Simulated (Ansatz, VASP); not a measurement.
**One calculation of KTaO3, two programs**

```
Ta K O
1.0
     3.98830    0.00000    0.00000
     0.00000    3.98830    0.00000
     0.00000    0.00000    3.98830
Ta K O
1 1 3
Direct
  0.00000 0.00000 0.00000
  0.50000 0.50000 0.50000
  0.00000 0.00000 0.50000
  0.00000 0.50000 0.00000
  0.50000 0.00000 0.00000
```

Alike in both runs: task relaxation of cell and atoms; functional PBEsol; k mesh 7 × 7 × 7; occupations fermi-dirac, width 0.05 eV; no spin polarisation.

|  | VASP | Ansatz |
| --- | --- | --- |
| version | VASP 6.6.1 | Ansatz 0.2.0 |
| potentials or method | VASP PAW PBE potentials, release 64 (Ta_pv, K_sv, O) | Ansatz PAW |
| plane-wave cutoff (eV) | 600 | 420 |
| valence electrons in the cell | 38 | 40 |

Ansatz gave:

```
relaxed volume (Å³/atom)                                     : 12.66
relaxed cell length with the largest relative difference (Å) : 3.985
```

**Question.** Which values does VASP return?

**Answer.** Relaxed volume (Å³/atom): 12.70; relaxed cell length with the largest relative difference (Å): 3.989.

VASP's potentials were made for PBE, not for PBEsol. VASP's potentials hold 38 valence electrons a cell and Ansatz's 40, so a difference there can come from the potentials and not from the codes.

Neither program's run includes spin-orbit coupling. Noted on Ansatz's run: odd divisions of the mesh miss points on the zone boundary, where band edges often lie, so the gap on the mesh can be too wide; the plane-wave basis is chosen anew once the cell has moved, so the energies of steps on either side of that aren't comparable.
